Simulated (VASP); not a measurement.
# CsBr: G0W0 quasiparticle levels with PBE

CsBr:

```
CELL_PARAMETERS angstrom
4.31938 0.00000 0.00000
0.00000 4.31938 0.00000
0.00000 0.00000 4.31938
ATOMIC_POSITIONS crystal
Cs 0.00000 0.00000 0.00000
Br 0.50000 0.50000 0.50000
```

```
Program                         : VASP 6.6.1
Task                            : G0W0 quasiparticle levels
Functional                      : PBE
Potentials or basis             : VASP PAW PBE potentials, release 64 (Cs_sv_GW, Br_GW)
Cutoff                          : 500 eV
k mesh                          : 4 × 4 × 4
Occupations                     : gaussian, width 0.01 eV
Spin                            : no spin polarisation
Dipole correction               : no
GW scheme                       : G0W0
GW iterations                   : 1
Cutoff of the response function : 120
Frequency points                : 96
Empty bands                     : 240
Mended                          : yes
Further INCAR settings          : ALGO = EVGW0; EDIFF = 1e-08; NBANDS = 248
```

The quasiparticle gap is 6.68 eV and the least direct quasiparticle gap is 6.68 eV. The band gap of the starting levels on the mesh is 4.43 eV and the least direct gap of the starting levels on the mesh is 4.44 eV.

It took 6.3 min on 1 thread of Intel(R) Xeon(R) 6975P-C (Granite Rapids) (shared host), peak memory 1.3 GiB.

Caveat: the k points lie up to 0.36 Å⁻¹ apart; bands, screening cutoff and mesh are small and nothing is extrapolated, so the quasiparticle values aren't converged; spin-orbit coupling is left out, which moves the levels of the heavy elements.
